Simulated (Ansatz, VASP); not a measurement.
**One calculation of CoO, two programs**

The input INCAR:

```
  PREC = Accurate
  ENCUT = 600
  EDIFF = 1E-7
  ISMEAR = -1
  SIGMA = 0.05
  LREAL = False
  LASPH = True
  NELM = 200
  ALGO = Normal
  ISIF = 3
  LWAVE = False
  LCHARG = False
  ISPIN = 2
  MAGMOM = 2 0
  LORBIT = 11
  LMAXMIX = 4
  GGA = B5
  ALDAX = 1.0
  AGGAX = 1.0
  AGGAC = 1.0
  ALDAC = 0.0
  IVDW = 12
  VDW_S6 = 1.0
  VDW_S8 = 2.6996
  VDW_A1 = 0.4298
  VDW_A2 = 4.2359
  IBRION = 2
  NSW = 80
  EDIFFG = -0.02
  GGA_COMPAT = False
  NELMIN = 4
```

KPOINTS

```
regular mesh
0
Gamma
  11 11 11
```

Contents of POSCAR:

```
CoO
1.0
    0.0000000000      2.1315000000      2.1315000000
    2.1315000000      0.0000000000      2.1315000000
    2.1315000000      2.1315000000      0.0000000000
Co O
1 1
Direct
    0.0000000000      0.0000000000      0.0000000000
    0.5000000000      0.5000000000      0.5000000000
```

The input input.yaml:

```yaml
crystal:
  lattice:
    - [0.0, 2.1315, 2.1315]
    - [2.1315, 0.0, 2.1315]
    - [2.1315, 2.1315, 0.0]
  atoms:
    - { symbol: Co, position: [0.0, 0.0, 0.0], spin: 2.0 }
    - { symbol: O, position: [0.5, 0.5, 0.5] }
kpoints:
  mp_grid: { grid: [11, 11, 11] }
scf:
  occupations: { method: fermi_dirac, width: 0.05 }
hamiltonian:
  xc: blyp
  dispersion: d3bj
  pseudopotentials: { kind: all_electron, lapw: { basis_error: 0.001 } }
magnetization:
  spin_polarized: true
output:
  forces: true
  stress: true
relax:
  f_tol: 0.02
  max_steps: 60
  cell: {}
```

Alike in both runs: task relaxation of cell and atoms; functional BLYP; dispersion D3(BJ); k mesh 11 × 11 × 11; occupations fermi-dirac, width 0.05 eV; collinear spin.

```csv
,VASP,Ansatz
version,VASP 6.6.1,Ansatz 0.2.0
potentials or method,"VASP PAW PBE potentials, release 64 (Co, O), cutoff 600 eV","all-electron LAPW, scalar-relativistic"
```

|  | VASP | Ansatz | Ansatz less VASP |
| --- | --- | --- | --- |
| net moment per atom (μB) | 1.23 | 1.40 | +0.167 |
| size of the moment on the site where the two differ most (μB) | 2.23 | 2.48 | +0.250 |
| relaxed volume (Å³/atom) | 9.34 | 9.65 | +0.301 |
| relaxed cell length with the largest relative difference (Å) | 2.979 | 3.010 | +0.0316 |

The net moments are unlike, so the other rows may belong to different states. VASP's potentials were made for PBE, not for BLYP. Site moments also hang on the region over which each program counts them. Ansatz ran all-electron here, and VASP with PAW potentials.
